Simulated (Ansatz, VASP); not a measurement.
Two plane-wave programs on GaBi2Sb3S

```
Ga Sb Bi S
1.0
     3.37024    1.94581    5.06294
    -3.37024    1.94581    5.06294
     0.00000   -3.89162    5.06294
Ga Sb Bi S
1 3 2 1
Direct
  0.00000 0.00000 0.00000
  0.50000 0.50000 0.00000
  0.00000 0.50000 0.50000
  0.50000 0.00000 0.50000
  0.17897 0.17897 0.17897
  0.82103 0.82103 0.82103
  0.50000 0.50000 0.50000
```

Alike in both runs: functional PBE; k mesh 2 × 2 × 2; occupations gaussian, width 0.15 eV; no spin polarisation.

Ansatz relaxed the structure, and its values are those at the end. VASP's run is a single point on that final structure, the one shown.

```csv
,VASP,Ansatz
version,VASP 6.6.1,Ansatz 0.2.0
potentials or method,"VASP PAW PBE potentials, release 64 (Ga_d, Sb, Bi_d, S), cutoff 500 eV","scalar-relativistic, plane waves, PAW"
valence electrons in the cell,64,94
```

|  | VASP | Ansatz | Ansatz less VASP |
| --- | --- | --- | --- |
| gap on the k mesh at the Fermi level (eV) | none | none | - |
| pressure (GPa) | -0.2 | -0.1 | +0.09 |
| rms of the force components (eV/Å) | 0.010 | 0.004 | -0.0051 |

A gap of «none» marks a metal or a gap that the smearing closes. With one functional, cell and mesh, what is left measures potentials, basis and numerics. VASP's potentials hold 64 valence electrons a cell and Ansatz's 94, so a difference there can come from the potentials and not from the codes.

The k mesh is coarse, so the values compare programs but aren't converged. Spin-orbit coupling is off throughout.
